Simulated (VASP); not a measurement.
# Al24Si in VASP: further runs

The runs below take Al24Si through single point, with PBE+D3(BJ).

All numbers are computed with VASP 6.6.1; they aren't measurements. Logs are shortened: lines on timing, memory, paths and dates and some standing lists are left out, and cuts for length are marked.

### Step 1. The cell of the first run

The cell holds a slab with vacuum, 25 atoms: a = 5.632 Å, b = 7.965 Å, c = 26.041 Å, α = 90.00°, β = 90.00°, γ = 90.00°.

### Step 2. Single point, PBE+D3(BJ)

The input, INCAR:

```
PREC     = Accurate       # precision mode
ENCUT    = 520            # plane-wave cutoff, eV
EDIFF    = 1E-7           # SCF threshold, eV
ISMEAR   = 0              # smearing method
SIGMA    = 0.1            # smearing width, eV
LREAL    = Auto         
LASPH    = T              # aspherical terms in the spheres
NELM     = 80             # most SCF steps
ALGO     = Normal         # electronic algorithm
ISIF     = 2              # what is computed and relaxed
LWAVE    = F              # write WAVECAR
LCHARG   = T              # write CHGCAR
LDIPOL   = T            
IDIPOL   = 3            
DIPOL    = 0.5 0.5 0.471
GGA      = PE             # functional
IVDW     = 12             # dispersion correction
LELF     = T              # ELF
LVHAR    = T            
LVACPOTAV= T            
NBANDS   = 56             # bands
```

The input, KPOINTS:

```
Automatic mesh
0
Gamma
  5 4 1
```

The input, POSCAR:

```
Al24Si
1.0
    5.6324246406      0.0000000000      0.0000000000
    0.0000000000      7.9654513158      0.0000000000
    0.0000000000      0.0000000000     26.0405308008
Al Si
24 1
Direct
    0.2499999716      0.2500000215      0.3264142373
    0.2499999716      0.7499999389      0.3264142373
    0.7499999147      0.2500000215      0.3264142373
    0.7499999147      0.7499999389      0.3264142373
    0.4999999431      0.5000000429      0.3804878662
    0.4999999431      0.0000000000      0.3804878662
    0.0000000000      0.5000000429      0.3804878662
    0.0000000000      0.0000000000      0.3804878662
    0.7499999147      0.7499999389      0.4345614952
    0.7499999147      0.2500000215      0.4345614952
    0.2499999716      0.7499999389      0.4345614952
    0.2499999716      0.2500000215      0.4345614952
    0.0025076234     -0.0079640183      0.4911662169
    0.0025078010      0.5079650656      0.4911656409
    0.4974924972     -0.0079638928      0.4911661401
    0.4974923197      0.5079649400      0.4911655641
    0.2499997940      0.2500002726      0.5412091677
    0.2499999716      0.7500009432      0.5575028831
    0.7499997372      0.2500022812      0.5415026717
    0.7499993821      0.7499995623      0.5505016818
    0.5044669359      0.4863990559      0.6008491578
    0.5044664032      0.0136024935      0.6008485434
   -0.0044693008      0.4863980516      0.6008492730
   -0.0044689457      0.0136034979      0.6008486586
    0.2499999716      1.2500006095      0.6409980322
```

Potentials or basis: VASP PAW PBE potentials, release 64 (Al, Si).

The run is started by

```sh
$ cat potpaw_PBE.64/Al/POTCAR potpaw_PBE.64/Si/POTCAR > POTCAR
$ mpirun -np 1 vasp_std > vasp.out
```

OUTCAR:

```text
PREC = Accurate
   ENCUT = 520
   EDIFF = 1E-7
   ISMEAR = 0
   LREAL = Auto
   LASPH = T
   NELM = 80
   ISIF = 2
   GGA = PE
   IVDW = 12
 IVDW          = 12

 ion  position               nearest neighbor table
   1  0.250  0.250  0.326-   3 2.82  12 2.82   5 2.82   7 2.82   6 2.82   8 2.82   3 2.82
   2  0.250  0.750  0.326-   5 2.82   7 2.82   4 2.82  11 2.82   6 2.82   8 2.82   4 2.82
   3  0.750  0.250  0.326-   1 2.82  10 2.82   5 2.82   6 2.82   7 2.82   8 2.82   1 2.82
   4  0.750  0.750  0.326-   5 2.82   7 2.82   2 2.82   9 2.82   6 2.82   2 2.82   8 2.82
   5  0.500  0.500  0.380-   2 2.82   4 2.82  11 2.82   9 2.82   7 2.82   1 2.82   3 2.82  12 2.82
                            10 2.82   7 2.82  16 2.88
   6  0.500  0.000  0.380-   8 2.82   1 2.82   3 2.82  12 2.82  10 2.82   2 2.82   4 2.82  11 2.82
                             9 2.82   8 2.82  15 2.88
   7  0.000  0.500  0.380-   2 2.82  11 2.82   4 2.82   9 2.82   5 2.82   1 2.82  12 2.82   3 2.82
                            10 2.82   5 2.82  14 2.88
   8  0.000  0.000  0.380-   6 2.82   1 2.82  12 2.82   2 2.82  11 2.82   3 2.82  10 2.82   6 2.82
                             4 2.82   9 2.82  13 2.88
   9  0.750  0.750  0.435-  16 2.81  14 2.81  15 2.81  13 2.81   5 2.82   7 2.82  11 2.82   4 2.82
                             6 2.82  11 2.82   8 2.82  20 3.02
  10  0.750  0.250  0.435-  19 2.78  12 2.82   3 2.82   5 2.82   6 2.82   7 2.82   8 2.82  12 2.82
                            16 2.90  15 2.90  14 2.90  13 2.90
  11  0.250  0.750  0.435-  14 2.80  16 2.80  13 2.80  15 2.80   5 2.82   7 2.82   9 2.82   2 2.82
[... 23 lines left out ...]
  23  0.996  0.486  0.601-  25 2.59  21 2.77  18 2.78  19 2.80  17 2.83  20 2.84  14 2.86  21 2.87

  24  0.996  0.014  0.601-  25 2.59  22 2.77  18 2.78  19 2.80  17 2.83  20 2.84  13 2.86  22 2.87

  25  0.250  0.250  0.641-  21 2.59  23 2.59  22 2.59  24 2.59  17 2.60

  LATTYP: Found a simple orthorhombic cell.
 ALAT       =     5.6324246406
 B/A-ratio  =     1.4142135624
 C/A-ratio  =     4.6233252041

  Lattice vectors:

 A1 = (   5.6324246406,   0.0000000000,   0.0000000000)
 A2 = (   0.0000000000,   7.9654513158,   0.0000000000)
 A3 = (   0.0000000000,   0.0000000000,  26.0405308008)

Analysis of symmetry for initial positions (statically):
=====================================================================
 Subroutine PRICEL returns:
 Original cell was already a primitive cell.

 Routine SETGRP: Setting up the symmetry group for a
 simple orthorhombic supercell.

 Subroutine GETGRP returns: Found  4 space group operations
 (whereof  1 operations were pure point group operations)
 out of a pool of  8 trial point group operations.

The static configuration has the point symmetry C_1 .
 The point group associated with its full space group is C_2v.

Analysis of symmetry for dynamics (positions and initial velocities):
=====================================================================
 Subroutine PRICEL returns:
 Original cell was already a primitive cell.

 Routine SETGRP: Setting up the symmetry group for a
 simple orthorhombic supercell.

 Subroutine GETGRP returns: Found  4 space group operations
 (whereof  1 operations were pure point group operations)
 out of a pool of  8 trial point group operations.

The dynamic configuration has the point symmetry C_1 .
 The point group associated with its full space group is C_2v.

 Subroutine INISYM returns: Found  4 space group operations
 (whereof  1 operations are pure point group operations),
 and found     1 'primitive' translations

----------------------------------------------------------------------------------------

                                     Primitive cell

  volume of cell :    1168.3033

  direct lattice vectors                    reciprocal lattice vectors
     5.632424641  0.000000000  0.000000000     0.177543432  0.000000000  0.000000000
     0.000000000  7.965451316  0.000000000     0.000000000  0.125542165  0.000000000
     0.000000000  0.000000000 26.040530801     0.000000000  0.000000000  0.038401675

  length of vectors
     5.632424641  7.965451316 26.040530801     0.177543432  0.125542165  0.038401675

  position of ions in fractional coordinates (direct lattice)
     0.249999972  0.250000022  0.326414237
     0.249999972  0.749999939  0.326414237
     0.749999915  0.250000022  0.326414237
     0.749999915  0.749999939  0.326414237
     0.499999943  0.500000043  0.380487866
     0.499999943  0.000000000  0.380487866
[... 60 lines left out ...]
     0.000000000  0.031385541  0.000000000     0.000000000  0.250000000  0.000000000
     0.000000000  0.000000000  0.038401675     0.000000000  0.000000000  1.000000000

  Length of vectors
     0.035508686  0.031385541  0.038401675

  Shift w.r.t. Gamma in fractional coordinates (k-lattice)
     0.000000000  0.000000000  0.000000000

 Subroutine IBZKPT returns following result:
 ===========================================

[... 25 lines left out ...]
   ISPIN  =      1    spin polarized calculation?
   LNONCOLLINEAR =      F non collinear calculations
   LSORBIT =      F    spin-orbit coupling
   LASPH  =      T    aspherical Exc in radial PAW
   ENCUT  =  520.0 eV  38.22 Ry    6.18 a.u.  10.47 14.81 48.42*2*pi/ulx,y,z
   NELM   =     80;   NELMIN=  2; NELMDL= -5     # of ELM steps
   EDIFF  = 0.1E-06   stopping-criterion for ELM
   LREAL  =      T    real-space projection
   EDIFFG = 0.1E-05   stopping-criterion for IOM
   NSW    =      0    number of steps for IOM
   IBRION =     -1    ionic relax: 0-MD 1-quasi-New 2-CG
   NFREE  =      0    steps in history (QN), initial steepest desc. (CG)
   ISIF   =      2    stress and relaxation
   ISYM   =      2    0-nonsym 1-usesym 2-fastsym
   POTIM  = 0.5000    time-step for ionic-motion
   TEBEG  =    0.0;   TEEND  =   0.0 temperature during run
   PSTRESS=    0.0 pullay stress
   NELECT =      76.0000    total number of electrons
   NUPDOWN=      -1.0000    fix difference up-down
   EMIN   =  10.00;   EMAX   =-10.00  energy-range for DOS
   EFERMI =   0.00;   METHOD = LEGACY
   ISMEAR =     0;   SIGMA  =   0.10  broadening in eV -4-tet -1-fermi 0-gaus
   EFERMI_NEDOS =   21; number of points for ismear=-14 and -15
   IALGO  =     38    algorithm
   IMIX   =      4    mixing-type and parameters
     AMIX     =   0.40;   BMIX     =  1.00
     AMIX_MAG =   1.60;   BMIX_MAG =  1.00
  volume/ion in A,a.u.               =      46.73       315.36
  Fermi-wavevector in a.u.,A,eV,Ry     =   0.658407  1.244208  5.898115  0.433499
  Thomas-Fermi vector in A             =   1.730219
   LORBIT       =      0    0 simple, 1 ext, 2 COOP (PROOUT), +10 PAW based schemes
   GGA     = PE    functional components
   LHFCALC =     F    Hartree Fock is set to
   AEXX    =    0.0000 exact exchange contribution
   IVDW    =    12    specifies the selected vdW correction
   LEPSILON=     F    determine dielectric tensor
   LRPA    =     F    only Hartree local field effects (RPA)
 non-spin polarized calculation
 Gauss-broadening in eV      SIGMA  =   0.10
  energy-cutoff  :      520.00
  volume of cell :     1168.30
 maximum number of plane-waves:     31505
 NGX is ok and might be reduce to    42
   NGX = 21   NGY = 29   NGZ = 97

 dipolmoment           0.000000      0.000000     -0.500417 electrons x Angstroem

 number of electron      76.0000001 magnetization

 dipolmoment           0.000000      0.000000      0.075929 electrons x Angstroem

 Free energy of the ion-electron system (eV)
  ---------------------------------------------------
  ext. energy  EPLUGINS =         0.00000000
  ---------------------------------------------------
  free energy    TOTEN  =       -89.53162759 eV

  energy without entropy =      -89.46834056  energy(sigma->0) =      -89.49998407

 E-fermi :   0.2110     XC(G=0):  -4.3374

 val. band max:        0.2026228383   @ k =   0.2000   0.2500   0.0000
 cond. band min:       0.2383408510   @ k =   0.4000   0.0000   0.0000
 fundamental gap:      0.0357180127
 Fermi energy:         0.2110430252

 k-point     1 :       0.0000    0.0000    0.0000
  band No.  band energies     occupation
      1     -10.7717      2.00000
      2      -9.8192      2.00000
      3      -8.5299      2.00000
      4      -8.4343      2.00000
      5      -8.2862      2.00000
      6      -7.3180      2.00000
[... 466 lines left out ...]
     49       2.1822      0.00000
     50       2.4511      0.00000
 [bands above 50 left out]

------------------------ aborting loop because EDIFF is reached ----------------------------------------

 Edisp (eV)   -6.35180

 E8    (eV) :    -2.9368

  FORCE on cell =-STRESS in cart. coord.  units (eV):
  Direction    XX          YY          ZZ          XY          YZ          ZX
  --------------------------------------------------------------------------------------
  -------------------------------------------------------------------------------------
  Total      -6.74735    -8.77051     0.24958     0.00000     0.00000     0.00000
  in kB      -9.25312   -12.02762     0.34226     0.00000     0.00000     0.00000
  external pressure =       -6.98 kB  Pullay stress =        0.00 kB

 VOLUME and BASIS-vectors are now :
 -----------------------------------------------------------------------------
  energy-cutoff  :      520.00
  volume of cell :     1168.30
      direct lattice vectors                 reciprocal lattice vectors
     5.632424641  0.000000000  0.000000000     0.177543432  0.000000000  0.000000000
     0.000000000  7.965451316  0.000000000     0.000000000  0.125542165  0.000000000
     0.000000000  0.000000000 26.040530801     0.000000000  0.000000000  0.038401675

 POSITION                                       TOTAL-FORCE (eV/Angst)
 -----------------------------------------------------------------------------------
      1.40811      1.99136      8.50000        -0.000000      0.000000     -0.025741
      1.40811      5.97409      8.50000        -0.000000      0.000000      0.115532
      4.22432      1.99136      8.50000        -0.000000      0.000000      0.142621
      4.22432      5.97409      8.50000        -0.000000      0.000000      0.112847
      2.81621      3.98273      9.90811         0.011214     -0.050800     -0.198800
      2.81621      0.00000      9.90811         0.011214      0.050800     -0.198800
[... 17 lines left out ...]
      5.60725      0.10836     15.64642        -0.005307      0.001074      0.007462
      1.40811      1.99137     16.69193        -0.000000      0.000000      0.009256
 -----------------------------------------------------------------------------------
    total drift:                               -0.000623     -0.001175     -0.010217

  FREE ENERGIE OF THE ION-ELECTRON SYSTEM (eV)
  ---------------------------------------------------
  free  energy   TOTEN  =       -95.8834306733 eV

  energy  without entropy=      -95.8201436435  energy(sigma->0) =      -95.85178716

 vacuum level on the upper side and lower side of the slab         4.498         4.192
```

Wall time 14 min (1 thread of Intel Xeon 6975P-C (Granite Rapids), shared host); peak memory 1.1 GiB.

Results:

* Free energy: -95.8834 eV
* Largest force: 0.363 eV/Å
* Band gap on the k mesh: zero (bands 38 and 39 overlap by 0.63 eV)
* Dispersion energy per atom: -0.254 eV

Forces in eV/Å, atoms in the order of the input:
```
Al   0.000  0.000 -0.026
Al   0.000  0.000  0.116
Al   0.000  0.000  0.143
Al   0.000  0.000  0.113
Al   0.011 -0.051 -0.199
Al   0.011  0.051 -0.199
Al  -0.011 -0.051 -0.199
Al  -0.011  0.051 -0.199
Al   0.000  0.000  0.099
Al   0.000  0.000  0.065
Al   0.000  0.000  0.363
Al   0.000  0.000 -0.063
Al  -0.004  0.000 -0.017
Al  -0.004  0.000 -0.017
Al   0.004  0.000 -0.017
Al   0.004  0.000 -0.017
Al   0.000  0.000  0.011
Al   0.000  0.000 -0.001
Al   0.000  0.000 -0.014
Al   0.000  0.000  0.018
Al   0.005 -0.001  0.007
Al   0.005  0.001  0.007
Al  -0.005 -0.001  0.007
Al  -0.005  0.001  0.007
Si   0.000  0.000  0.009
```

### Step 3. Single point, PBE+D3(BJ)

The input, INCAR:

```
SYSTEM = Al24Si
PREC = Accurate
ENCUT = 520
EDIFF = 1E-7
ISMEAR = 0
SIGMA = 0.1
LREAL = Auto
LASPH = .TRUE.
NELM = 60
ALGO = Normal
ISIF = 2
LWAVE = .FALSE.
LCHARG = .TRUE.
LDIPOL = .TRUE.
IDIPOL = 3
DIPOL = 0.5 0.5 0.471
GGA = PE
IVDW = 12
LELF = .TRUE.
LVHAR = .TRUE.
LVACPOTAV = .TRUE.
NBANDS = 56
```

The input, KPOINTS:

```
regular mesh
0
G
  5 4 1
  0 0 0
```

The input, POSCAR:

```
Al24Si
1.0
    5.6324246406      0.0000000000      0.0000000000
    0.0000000000      7.9654513158      0.0000000000
    0.0000000000      0.0000000000     26.0405308008
Al Si
24 1
Direct
    0.2500000000      0.2500000000      0.3264142373
    0.2500000000      0.7500000000      0.3264142373
    0.7500000000      0.2500000000      0.3264142373
    0.7500000000      0.7500000000      0.3264142373
    0.5000000000      0.5000000000      0.3804878724
    0.5000000000      0.0000000000      0.3804878724
    0.0000000000      0.5000000000      0.3804878724
    0.0000000000      0.0000000000      0.3804878724
    0.7500000000      0.7500000000      0.4345615075
    0.7500000000      0.2500000000      0.4345615075
    0.2500000000      0.7500000000      0.4345615075
    0.2500000000      0.2500000000      0.4345615075
    0.0025076152     -0.0079640575      0.4911662214
    0.0025078697      0.5079651022      0.4911656457
    0.4974924895     -0.0079638575      0.4911661456
    0.4974922325      0.5079649039      0.4911655714
    0.2499997494      0.2500002682      0.5412091761
    0.2499999583      0.7500010043      0.5575028762
    0.7499996493      0.2500022745      0.5415026762
    0.7499994455      0.7499995947      0.5505016680
    0.5044668721      0.4863990704      0.6008491698
    0.5044664646      0.0136024886      0.6008485532
   -0.0044693545      0.4863980938      0.6008492626
   -0.0044689375      0.0136034618      0.6008486451
    0.2499999492      1.2500006673      0.6409980167
```

Potentials or basis: VASP PAW PBE potentials, release 64 (Al, Si).

The run is started by

```sh
$ cat potpaw_PBE.64/Al/POTCAR potpaw_PBE.64/Si/POTCAR > POTCAR
$ mpirun -np 1 vasp_std > vasp.out
```

Run time: 13 min. Hardware: 1 thread of Intel Xeon 6975P-C (Granite Rapids), shared host; peak memory 1.1 GiB.

The run converged. Its results:

```yaml
Free_energy: -95.8834 eV
Largest_force: 0.363 eV/Å
Band_gap_on_the_k_mesh: zero (bands 38 and 39 overlap by 0.63 eV)
Dispersion_energy_per_atom: -0.254 eV
```

Forces on the atoms (eV/Å):
```
Al   0.000  0.000 -0.026
Al   0.000  0.000  0.116
Al   0.000  0.000  0.143
Al   0.000  0.000  0.113
Al   0.011 -0.051 -0.199
Al   0.011  0.051 -0.199
Al  -0.011 -0.051 -0.199
Al  -0.011  0.051 -0.199
Al   0.000  0.000  0.099
Al   0.000  0.000  0.065
Al   0.000  0.000  0.363
Al   0.000  0.000 -0.063
Al  -0.004  0.000 -0.017
Al  -0.004  0.000 -0.017
Al   0.004  0.000 -0.017
Al   0.004  0.000 -0.017
Al   0.000  0.000  0.011
Al   0.000  0.000 -0.001
Al   0.000  0.000 -0.014
Al   0.000  0.000  0.018
Al   0.005 -0.001  0.007
Al   0.005  0.001  0.007
Al  -0.005 -0.001  0.007
Al  -0.005  0.001  0.007
Si   0.000  0.000  0.009
```

Levels at points of the mesh, in eV from the Fermi level:
```tsv
k point	band 36	band 37	band 38	band 39	band 40	band 41
(0.00, 0.00, 0.00)	-0.77	-0.68	-0.52	-0.43	0.10	0.20
(0.00, 0.50, 0.00)	-0.60	-0.31	-0.24	-0.23	-0.20	-0.18
```

### Step 4. Single point, PBE+D3(BJ)

The input, INCAR:

```
SYSTEM = Al24Si
PREC = Accurate
ENCUT = 520
EDIFF = 1E-6
ISMEAR = 0
SIGMA = 0.1
LREAL = Auto
LASPH = .TRUE.
NELM = 80
ALGO = Normal
ISIF = 2
LWAVE = .FALSE.
LCHARG = .FALSE.
LDIPOL = .TRUE.
IDIPOL = 3
DIPOL = 0.5 0.5 0.471
GGA = PE
IVDW = 12
NBANDS = 56
```

The input, KPOINTS:

```
Automatic mesh
0
G
  5 4 1
  0 0 0
```

The input, POSCAR:

```
Al24Si
1.0
    5.6324246406      0.0000000000      0.0000000000
    0.0000000000      7.9654513158      0.0000000000
    0.0000000000      0.0000000000     26.0405308008
Al Si
24 1
Direct
    0.2499999716      0.2500000215      0.3264142373
    0.2499999716      0.7499999389      0.3264142373
    0.7499999147      0.2500000215      0.3264142373
    0.7499999147      0.7499999389      0.3264142373
    0.4999999431      0.5000000429      0.3804878662
    0.4999999431      0.0000000000      0.3804878662
    0.0000000000      0.5000000429      0.3804878662
    0.0000000000      0.0000000000      0.3804878662
    0.7499999147      0.7499999389      0.4345614952
    0.7499999147      0.2500000215      0.4345614952
    0.2499999716      0.7499999389      0.4345614952
    0.2499999716      0.2500000215      0.4345614952
    0.0023377144      0.0082154792      0.4911700187
    0.0023465915      0.4917933516      0.4911680602
    0.4973896996      0.0082090766      0.4911598806
    0.4973962687      0.4918011353      0.4911639128
    0.2498108878      0.2500998275      0.5578324079
    0.2497787525      0.7499785967      0.5413624287
    0.7498624961      0.2500666844      0.5509563576
    0.7497160228      0.7499926574      0.5413184588
    0.5045116768      0.5142394119      0.6010630551
    0.5044846902     -0.0141593986      0.6010141698
   -0.0050928333      0.5142768234      0.6010483857
   -0.0050901702     -0.0141850092      0.6010123265
    0.2499360559      0.7500773984      0.6413501755
```

The run is started by

```sh
$ cat potpaw_PBE.64/Al/POTCAR potpaw_PBE.64/Si/POTCAR > POTCAR
$ mpirun -np 1 vasp_std > vasp.out
```

Wall time 14 min (1 thread of Intel Xeon 6975P-C (Granite Rapids), shared host); peak memory 1.1 GiB.

The run converged. Its results:

| Property | Result |
| --- | --- |
| Free energy | -95.8836 eV |
| Largest force | 0.363 eV/Å |
| Band gap on the k mesh | zero (bands 38 and 39 overlap by 0.63 eV) |
| Dispersion energy per atom | -0.254 eV |

Forces in eV/Å, atoms in the order of the input:
```
Al   0.000  0.000  0.114
Al   0.000  0.000 -0.027
Al   0.000  0.000  0.110
Al   0.000  0.000  0.143
Al   0.012  0.051 -0.201
Al   0.012 -0.051 -0.201
Al  -0.012  0.051 -0.200
Al  -0.012 -0.051 -0.201
Al  -0.001  0.000  0.064
Al  -0.001  0.000  0.103
Al  -0.001  0.000 -0.050
Al  -0.001  0.000  0.363
Al   0.000 -0.001 -0.002
Al   0.000  0.002 -0.001
Al   0.001 -0.001  0.000
Al   0.001  0.001  0.000
Al   0.000 -0.001 -0.002
Al   0.000  0.001 -0.001
Al  -0.001 -0.001 -0.001
Al   0.002  0.000  0.001
Al  -0.003 -0.004 -0.003
Al  -0.003  0.005 -0.002
Al   0.006 -0.001 -0.001
Al   0.005  0.001  0.000
Si  -0.004  0.000 -0.005
```

Levels at points of the mesh, in eV from the Fermi level:
| k point | band 36 | band 37 | band 38 | band 39 | band 40 | band 41 |
| --- | --- | --- | --- | --- | --- | --- |
| (0.00, 0.00, 0.00) | -0.77 | -0.67 | -0.52 | -0.43 | 0.10 | 0.19 |
| (0.00, 0.50, 0.00) | -0.60 | -0.31 | -0.24 | -0.22 | -0.20 | -0.18 |
